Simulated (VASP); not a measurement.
**Sc: relaxation of cell and atoms with LDA**

Crystal: Sc.

```
Sc
1.0
     3.57428    0.00000    0.00000
     0.00000    3.57428    0.00000
     0.00000    0.00000    3.57428
Sc
2
Direct
  0.00000 0.00000 0.00000
  0.50000 0.50000 0.50000
```

```
Program                : VASP 6.6.1
Task                   : relaxation of cell and atoms
Functional             : LDA
Potentials or basis    : VASP PAW LDA potentials, release 64 (Sc_sv)
Cutoff                 : 600 eV
k mesh                 : 6 × 6 × 6
Occupations            : fermi-dirac, width 0.05 eV
Spin                   : no spin polarisation
Dipole correction      : no
Further INCAR settings : ALGO = Normal; EDIFF = 1e-07; IBRION = 2; EDIFFG = -0.03; NSW = 80; ISIF = 3
```

```yaml
Pressure_after_relaxing: 0.1 GPa
Band_gap_on_the_k_mesh: zero (band 11 reaches 4.56 eV, above the bottom of band 12 at 3.80 eV)
```

Final structure:
```
Sc
1.0
     3.57428    0.00000    0.00000
     0.00000    3.57428    0.00000
     0.00000    0.00000    3.57428
Sc
2
Direct
  0.00000 0.00000 0.00000
  0.50000 0.50000 0.50000
```

Levels at points of the mesh, in eV from the Fermi level:
```
           k point  band 8  band 9  band 10  band 11  band 12  band 13  band 14  band 15
(0.00, 0.00, 0.00)  -27.49   -5.34    -1.41    -1.41     1.46     1.46     1.46     3.06
(0.50, 0.00, 0.00)  -27.67   -2.42    -2.42     0.51     0.51     1.64     1.64     1.64
(0.50, 0.50, 0.00)  -27.50   -1.92    -1.92     0.18     0.18     0.71     0.71     3.02
(0.50, 0.50, 0.50)  -27.76   -0.25    -0.25    -0.25    -0.25    -0.25    -0.25     3.45
```

It took 17 s on 1 thread of Intel(R) Xeon(R) Platinum 8259CL CPU @ 2.50GHz (Skylake/Cascade Lake), with other jobs on the host, peak memory 0.15 GiB.

Caveat: the relaxation stopped at its first step, so nothing moved.
